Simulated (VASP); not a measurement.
A run of VASP 6.6.1 is set up as follows.

The input INCAR:

```
  PREC = Accurate
  ENCUT = 600
  EDIFF = 1E-6
  ISMEAR = 0
  SIGMA = 0.1
  LREAL = False
  LASPH = True
  NELM = 80
  ALGO = Fast
  ISIF = 3
  LWAVE = False
  LCHARG = False
  IBRION = 2
  NSW = 100
  EDIFFG = -0.002
```

KPOINTS

```
Automatic mesh
0
Gamma
  18 18 18
```

Contents of POSCAR:

```
Al
1.0
    0.0000000000      2.0248050000      2.0248050000
    2.0248050000      0.0000000000      2.0248050000
    2.0248050000      2.0248050000      0.0000000000
Al
1
Direct
    0.0000000000      0.0000000000      0.0000000000
```

Potentials or basis: VASP PAW LDA potentials, release 64 (Al).

Launch:

```sh
$ cat potpaw_LDA.64/Al/POTCAR > POTCAR
$ mpirun -np 1 vasp_std > vasp.out
```

(1) Estimate the space group after relaxing (to 0.05 Å).

(2) What does it give for the relaxed volume?

(3) Estimate the relaxed cell.

Results:

(1) Fm-3m (No. 225).

(2) 15.82 Å³/atom.

(3) a = 2.818 Å, b = 2.818 Å, c = 2.818 Å, α = 60.00°, β = 60.00°, γ = 60.00°.
